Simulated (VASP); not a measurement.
# MnAlC4N4 (P-43m) in VASP: relaxation of cell and atoms with PBE

Aim: the relaxation of cell and atoms of MnAlC4N4 with PBE.

Everything below comes from runs of VASP 6.6.1. Logs are shortened: lines on timing, memory, paths and dates and some standing lists are left out, and cuts for length are marked.

### 1 The cell of the first run

Symmetry: P-43m, No. 215, cubic system. The conventional cell has a = 5.855 Å, b = 5.855 Å, c = 5.855 Å, α = 90.00°, β = 90.00°, γ = 90.00°. Mn (site symmetry -43m) has 4 C at 1.94 Å within 2.6 Å. Within 2.6 Å of Al (site symmetry -43m) lie 4 N at 1.96 Å. C (site symmetry 3m) has 1 N at 1.17 Å within 1.6 Å. N (site symmetry 3m) has 1 C at 1.17 Å within 1.6 Å.

### 2 Relaxation of cell and atoms, PBE, collinear spin, ferromagnetic start

INCAR

```
PREC = Accurate
ENCUT = 600
EDIFF = 1E-6
ISMEAR = 0
SIGMA = 0.1
LREAL = F
LASPH = T
NELM = 150
ALGO = Normal
ISIF = 3
LWAVE = F
LCHARG = F
ISPIN = 2
MAGMOM = 4 0 0 0 0 0 0 0 0 0
LORBIT = 11
LMAXMIX = 4
GGA = PE
IBRION = 2
NSW = 90
EDIFFG = -0.04
```

KPOINTS

```
regular mesh
0
Gamma
  4 4 4
```

POSCAR

```
MnAlC4N4
1.0
    5.8549090800      0.0000000000      0.0000000000
    0.0000000000      5.8549090800      0.0000000000
    0.0000000000      0.0000000000      5.8549090800
Mn Al C N
1 1 4 4
Direct
    0.0000000000      0.0000000000      0.0000000000
    0.5000000000      0.5000000000      0.5000000000
    0.1911054100      0.1911054100      0.1911054100
    0.1911054100      0.8088945900      0.8088945900
    0.8088945900      0.1911054100      0.8088945900
    0.8088945900      0.8088945900      0.1911054100
    0.3064786500      0.3064786500      0.3064786500
    0.3064786500      0.6935213500      0.6935213500
    0.6935213500      0.3064786500      0.6935213500
    0.6935213500      0.6935213500      0.3064786500
```

Potentials or basis: VASP PAW PBE potentials, release 64 (Mn_pv, Al, C, N).

Command:

```
> cat potpaw_PBE.64/Mn_pv/POTCAR potpaw_PBE.64/Al/POTCAR potpaw_PBE.64/C/POTCAR potpaw_PBE.64/N/POTCAR > POTCAR
> mpirun -np 1 vasp_std > vasp.out
```

OUTCAR:

```text
PREC = Accurate
   ENCUT = 600
   EDIFF = 1E-6
   ISMEAR = 0
   LREAL = F
   LASPH = T
   NELM = 150
   ISIF = 3
   ISPIN = 2
   LORBIT = 11
   GGA = PE
   IBRION = 2
   NSW = 90
   EDIFFG = -0.04

 ion  position               nearest neighbor table
   1  0.000  0.000  0.000-   3 1.94   4 1.94   5 1.94   6 1.94
   2  0.500  0.500  0.500-   7 1.96   8 1.96   9 1.96  10 1.96
   3  0.191  0.191  0.191-   7 1.17   1 1.94
   4  0.191  0.809  0.809-   8 1.17   1 1.94
   5  0.809  0.191  0.809-   9 1.17   1 1.94
   6  0.809  0.809  0.191-  10 1.17   1 1.94
   7  0.306  0.306  0.306-   3 1.17   2 1.96
   8  0.306  0.694  0.694-   4 1.17   2 1.96
   9  0.694  0.306  0.694-   5 1.17   2 1.96
  10  0.694  0.694  0.306-   6 1.17   2 1.96

  LATTYP: Found a simple cubic cell.
 ALAT       =     5.8549090800

  Lattice vectors:

 A1 = (   5.8549090800,   0.0000000000,   0.0000000000)
 A2 = (   0.0000000000,   5.8549090800,   0.0000000000)
 A3 = (   0.0000000000,   0.0000000000,   5.8549090800)

Analysis of symmetry for initial positions (statically):
=====================================================================
 Subroutine PRICEL returns:
 Original cell was already a primitive cell.

 Routine SETGRP: Setting up the symmetry group for a
 simple cubic supercell.

 Subroutine GETGRP returns: Found 24 space group operations
 (whereof 24 operations were pure point group operations)
 out of a pool of 48 trial point group operations.

The static configuration has the point symmetry T_d .

Analysis of symmetry for dynamics (positions and initial velocities):
=====================================================================
 Subroutine PRICEL returns:
 Original cell was already a primitive cell.

 Routine SETGRP: Setting up the symmetry group for a
 simple cubic supercell.

 Subroutine GETGRP returns: Found 24 space group operations
 (whereof 24 operations were pure point group operations)
 out of a pool of 48 trial point group operations.

The dynamic configuration has the point symmetry T_d .

Analysis of structural, dynamic, and magnetic symmetry:
=====================================================================
 Subroutine PRICEL returns:
 Original cell was already a primitive cell.

 Routine SETGRP: Setting up the symmetry group for a
 simple cubic supercell.

 Subroutine GETGRP returns: Found 24 space group operations
 (whereof 24 operations were pure point group operations)
 out of a pool of 48 trial point group operations.

The overall configuration has the point symmetry T_d .

 Subroutine INISYM returns: Found 24 space group operations
 (whereof 24 operations are pure point group operations),
 and found     1 'primitive' translations

----------------------------------------------------------------------------------------

                                     Primitive cell

  volume of cell :     200.7061

  direct lattice vectors                    reciprocal lattice vectors
     5.854909080  0.000000000  0.000000000     0.170796845  0.000000000  0.000000000
     0.000000000  5.854909080  0.000000000     0.000000000  0.170796845  0.000000000
     0.000000000  0.000000000  5.854909080     0.000000000  0.000000000  0.170796845

  length of vectors
     5.854909080  5.854909080  5.854909080     0.170796845  0.170796845  0.170796845

  position of ions in fractional coordinates (direct lattice)
     0.000000000  0.000000000  0.000000000
     0.500000000  0.500000000  0.500000000
     0.191105410  0.191105410  0.191105410
     0.191105410  0.808894590  0.808894590
     0.808894590  0.191105410  0.808894590
     0.808894590  0.808894590  0.191105410
     0.306478650  0.306478650  0.306478650
     0.306478650  0.693521350  0.693521350
     0.693521350  0.306478650  0.693521350
     0.693521350  0.693521350  0.306478650

  ion indices of the primitive-cell ions
   primitive index   ion index
                 1           1
                 2           2
                 3           3
                 4           4
                 5           5
                 6           6
                 7           7
                 8           8
                 9           9
                10          10

[... 51 lines left out ...]
   LNONCOLLINEAR =      F non collinear calculations
   LSORBIT =      F    spin-orbit coupling
   LASPH  =      T    aspherical Exc in radial PAW
   ENCUT  =  600.0 eV  44.10 Ry    6.64 a.u.  11.69 11.69 11.69*2*pi/ulx,y,z
   NELM   =    150;   NELMIN=  2; NELMDL= -5     # of ELM steps
   EDIFF  = 0.1E-05   stopping-criterion for ELM
   LREAL  =      F    real-space projection
   EDIFFG = -.4E-01   stopping-criterion for IOM
   NSW    =     90    number of steps for IOM
   IBRION =      2    ionic relax: 0-MD 1-quasi-New 2-CG
   NFREE  =      1    steps in history (QN), initial steepest desc. (CG)
   ISIF   =      3    stress and relaxation
   ISYM   =      2    0-nonsym 1-usesym 2-fastsym
   POTIM  = 0.5000    time-step for ionic-motion
   TEBEG  =    0.0;   TEEND  =   0.0 temperature during run
   PSTRESS=    0.0 pullay stress
   NELECT =      52.0000    total number of electrons
   NUPDOWN=      -1.0000    fix difference up-down
   EMIN   =  10.00;   EMAX   =-10.00  energy-range for DOS
   EFERMI =   0.00;   METHOD = LEGACY
   ISMEAR =     0;   SIGMA  =   0.10  broadening in eV -4-tet -1-fermi 0-gaus
   EFERMI_NEDOS =   21; number of points for ismear=-14 and -15
   IALGO  =     38    algorithm
   IMIX   =      4    mixing-type and parameters
     AMIX     =   0.40;   BMIX     =  1.00
     AMIX_MAG =   1.60;   BMIX_MAG =  1.00
  volume/ion in A,a.u.               =      20.07       135.44
  Fermi-wavevector in a.u.,A,eV,Ry     =   1.043652  1.972217 14.819600  1.089210
  Thomas-Fermi vector in A             =   2.178371
   LORBIT       =     11    0 simple, 1 ext, 2 COOP (PROOUT), +10 PAW based schemes
   GGA     = PE    functional components
   LHFCALC =     F    Hartree Fock is set to
   AEXX    =    0.0000 exact exchange contribution
   IVDW    =     0    specifies the selected vdW correction
   LEPSILON=     F    determine dielectric tensor
   LRPA    =     F    only Hartree local field effects (RPA)
 conjugate gradient relaxation of ions
 spin polarized calculation
 Gauss-broadening in eV      SIGMA  =   0.10
  energy-cutoff  :      600.00
  volume of cell :      200.71
 maximum number of plane-waves:      6728
 NGX is ok and might be reduce to    48
   NGX = 23   NGY = 23   NGZ = 23

--------------------------------------- Ionic step        1  -------------------------------------------

 number of electron      51.9999995 magnetization       4.0000475

 Free energy of the ion-electron system (eV)
  ---------------------------------------------------
  ext. energy  EPLUGINS =         0.00000000
  ---------------------------------------------------
  free energy    TOTEN  =       -81.41325815 eV

  energy without entropy =      -81.37017922  energy(sigma->0) =      -81.39171868

------------------------ aborting loop because EDIFF is reached ----------------------------------------

  FORCE on cell =-STRESS in cart. coord.  units (eV):
  Direction    XX          YY          ZZ          XY          YZ          ZX
  --------------------------------------------------------------------------------------
  -------------------------------------------------------------------------------------
  Total       -1.6590836     -1.6590836     -1.6590836      0.0000000     -0.0000000      0.0000000
  in kB      -13.2439762    -13.2439762    -13.2439762      0.0000000     -0.0000000      0.0000000
  external PRESSURE =     -13.2439762 kB  Pullay stress =       0.0000000 kB
[... 31 lines left out ...]
--------------------------------------- Ionic step        2  -------------------------------------------

 number of electron      51.9999979 magnetization       3.9998547

 E-fermi :  -0.6191     XC(G=0):  -7.3527

 val. band max:       -0.6366166685   @ k =   0.5000   0.2500   0.2500
 cond. band min:      -0.5871067920   @ k =   0.2500   0.2500   0.0000
 fundamental gap:      0.0495098766
 Fermi energy:        -0.6190803472

 spin component 1

 k-point     1 :       0.0000    0.0000    0.0000
  band No.  band energies     occupation
      1     -49.8476      1.00000
      2     -49.8476      1.00000
      3     -49.8476      1.00000
      4     -17.0863      1.00000
      5     -16.6429      1.00000
      6     -16.6429      1.00000
[... 813 lines left out ...]
  FREE ENERGIE OF THE ION-ELECTRON SYSTEM (eV)
  ---------------------------------------------------
  free  energy   TOTEN  =       -81.5677280605 eV

  energy  without entropy=      -81.5255641554  energy(sigma->0) =      -81.54664611

[... ionic steps 4 to 11 ...]

--------------------------------------- Ionic step       12  -------------------------------------------

 number of electron      51.9999992 magnetization       3.9999998

------------------------ aborting loop because EDIFF is reached ----------------------------------------
[... 83 lines left out ...]
--------------------------------------- Ionic step       14  -------------------------------------------

 number of electron      51.9999993 magnetization       3.9999998

 Free energy of the ion-electron system (eV)
  ---------------------------------------------------
  ext. energy  EPLUGINS =         0.00000000
  ---------------------------------------------------
  free energy    TOTEN  =       -81.99218285 eV

  energy without entropy =      -81.95162459  energy(sigma->0) =      -81.97190372

 E-fermi :   0.7490     XC(G=0):  -7.3538

 val. band max:        0.7452452723   @ k =   0.5000   0.2500   0.2500
 cond. band min:       0.7585125363   @ k =   0.5000   0.2500   0.2500
 fundamental gap:      0.0132672640
 Fermi energy:         0.7489641319

 spin component 1

 k-point     1 :       0.0000    0.0000    0.0000
  band No.  band energies     occupation
      1     -48.7963      1.00000
      2     -48.7963      1.00000
      3     -48.7963      1.00000
      4     -18.3509      1.00000
      5     -18.1022      1.00000
      6     -18.1022      1.00000
[... 769 lines left out ...]
  FREE ENERGIE OF THE ION-ELECTRON SYSTEM (eV)
  ---------------------------------------------------
  free  energy   TOTEN  =       -81.9921828522 eV

  energy  without entropy=      -81.9516245918  energy(sigma->0) =      -81.97190372

 reached required accuracy - stopping structural energy minimisation

 total charge

# of ion       s       p       d       tot
------------------------------------------
    1        0.339   6.407   5.031  11.777
    2        0.336   0.429   0.000   0.764
    3        0.963   1.573   0.000   2.536
    4        0.963   1.573   0.000   2.536
    5        0.963   1.573   0.000   2.536
    6        0.963   1.573   0.000   2.536
    7        1.284   2.669   0.000   3.952
    8        1.284   2.669   0.000   3.952
    9        1.284   2.669   0.000   3.952
   10        1.284   2.669   0.000   3.952
--------------------------------------------------
tot          9.663  23.801   5.031  38.496

 magnetization (x)

# of ion       s       p       d       tot
------------------------------------------
    1        0.018   0.114   2.949   3.082
    2       -0.001  -0.000   0.000  -0.001
    3       -0.004  -0.019   0.000  -0.023
    4       -0.004  -0.019   0.000  -0.023
    5       -0.004  -0.019   0.000  -0.023
    6       -0.004  -0.019   0.000  -0.023
    7        0.004   0.072   0.000   0.075
    8        0.004   0.072   0.000   0.075
    9        0.004   0.072   0.000   0.075
   10        0.004   0.072   0.000   0.075
--------------------------------------------------
tot          0.017   0.324   2.949   3.290
```

Run time: 29 min. Hardware: 1 thread of Intel Xeon Platinum 8259CL at 2.50GHz (Skylake/Cascade Lake), shared host; peak memory 0.49 GiB.

What came out:

```
Free energy                                           : -81.9922 eV
Relaxed volume                                        : 19.16 Å³/atom
Relaxed cell                                          : a = 5.765 Å, b = 5.765 Å, c = 5.765 Å, α = 90.00°, β = 90.00°, γ = 90.00°
Space group after relaxing (to 0.1 Å)                 : P-43m (No. 215)
Energy gained by relaxing                             : 57.9 meV/atom
Ionic steps                                           : 14
Pressure after relaxing                               : 0.1 GPa
Largest force after relaxing                          : 0.010 eV/Å
Band gap on the k mesh                                : zero (filled and empty bands overlap)
Net moment                                            : 4.00 μB per cell
Site moments                                          : Mn +3.08; Al -0.00; C -0.02; N +0.07 μB
Valence electrons inside the program's atomic spheres : Mn 11.78; Al 0.76; C 2.54; N 3.95
```

Forces on the atoms (eV/Å):
```
Mn   0.000  0.000  0.000
Al   0.000  0.000  0.000
C    0.006  0.006  0.006
C    0.006 -0.006 -0.006
C   -0.006  0.006 -0.006
C   -0.006 -0.006  0.006
N   -0.002 -0.002 -0.002
N   -0.002  0.002  0.002
N    0.002 -0.002  0.002
N    0.002  0.002 -0.002
```

The path:
| step | energy change (eV) | largest force (eV/Å) | pressure (GPa) | volume (Å³) |
| --- | --- | --- | --- | --- |
| 1 | 0.0000 | 3.3308 | -1.32 | 200.71 |
| 2 | 4.3644 | 11.2471 | -12.55 | 195.93 |
| 3 | -0.1545 | 1.7356 | -4.18 | 200.03 |
| 4 | -0.5415 | 0.5730 | 1.14 | 186.13 |
| 5 | -0.5462 | 0.6875 | 0.53 | 187.39 |
| 6 | -0.3109 | 4.2717 | 4.58 | 189.34 |
| 7 | -0.5538 | 0.3188 | 1.11 | 187.69 |
| 8 | -0.5733 | 0.2034 | 0.19 | 190.73 |
| 9 | -0.5756 | 0.1303 | -0.41 | 192.74 |
| 10 | -0.5757 | 0.1467 | -0.28 | 192.32 |
| 11 | -0.5780 | 0.2210 | -0.28 | 191.86 |
| 12 | -0.5780 | 0.2090 | -0.28 | 191.90 |
| 13 | -0.5789 | 0.0477 | -0.01 | 191.65 |
| 14 | -0.5789 | 0.0105 | 0.05 | 191.59 |

Final structure:
```cif
data_structure
_symmetry_space_group_name_H-M 'P 1'
_symmetry_Int_Tables_number 1
_cell_length_a 5.7649
_cell_length_b 5.7649
_cell_length_c 5.7649
_cell_angle_alpha 90.000
_cell_angle_beta 90.000
_cell_angle_gamma 90.000
_cell_volume 191.59
loop_
_atom_site_label
_atom_site_type_symbol
_atom_site_fract_x
_atom_site_fract_y
_atom_site_fract_z
_atom_site_occupancy
Mn1 Mn 0.00000 0.00000 0.00000 1
Al1 Al 0.50000 0.50000 0.50000 1
C1 C 0.19748 0.19748 0.19748 1
C2 C 0.19748 0.80253 0.80253 1
C3 C 0.80253 0.19748 0.80253 1
C4 C 0.80253 0.80253 0.19748 1
N1 N 0.31592 0.31592 0.31592 1
N2 N 0.31592 0.68408 0.68408 1
N3 N 0.68408 0.31592 0.68408 1
N4 N 0.68408 0.68408 0.31592 1
```

Caveat: a cell with one magnetic atom can't hold antiferromagnetic order, which such compounds often take. With open d or f shells a metallic result of PBE can be an artefact of self-interaction; +U or a hybrid may open a gap.
